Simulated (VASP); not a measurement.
MgF2 (rutile type), 6 atoms in the cell. It takes space group P4_2/mnm (No. 136, tetragonal). Conventional cell: a = 3.925 Å, b = 3.925 Å, c = 2.653 Å, α = 90.00°, β = 90.00°, γ = 90.00°. Mg (site symmetry mmm) has 6 F at 1.67 to 1.73 Å within 2.2 Å. Within 2.3 Å of F (site symmetry m2m) lie 3 Mg at 1.67 to 1.73 Å and 1 F at 2.21 Å. 

* Program: VASP 6.6.1
* Task: single point
* Functional: PBEsol
* Potentials or basis: VASP PAW PBE potentials, release 64 (Mg, F)
* Cutoff: 600 eV
* k mesh: 7 × 7 × 10
* Occupations: fermi-dirac, width 0.08 eV
* Spin: no spin polarisation
* Dipole correction: no
* Further INCAR settings: ALGO = Normal; EDIFF = 1e-06; NBANDS = 25

Potentials or basis: VASP PAW PBE potentials, release 64 (Mg, F).

Launch:

```sh
$ cat potpaw_PBE.64/Mg/POTCAR potpaw_PBE.64/F/POTCAR > POTCAR
$ mpirun -np 1 vasp_std > vasp.out
```

Hardware: 1 thread of AMD EPYC 9R45 96-Core Processor (Zen 5) (shared host).

How long does it take, and how much memory?

Wall time 30 s on 1 thread of AMD EPYC 9R45 96-Core Processor (Zen 5), on a shared host, peak memory 0.17 GiB. Counts: scf iterations 12, k points 60.
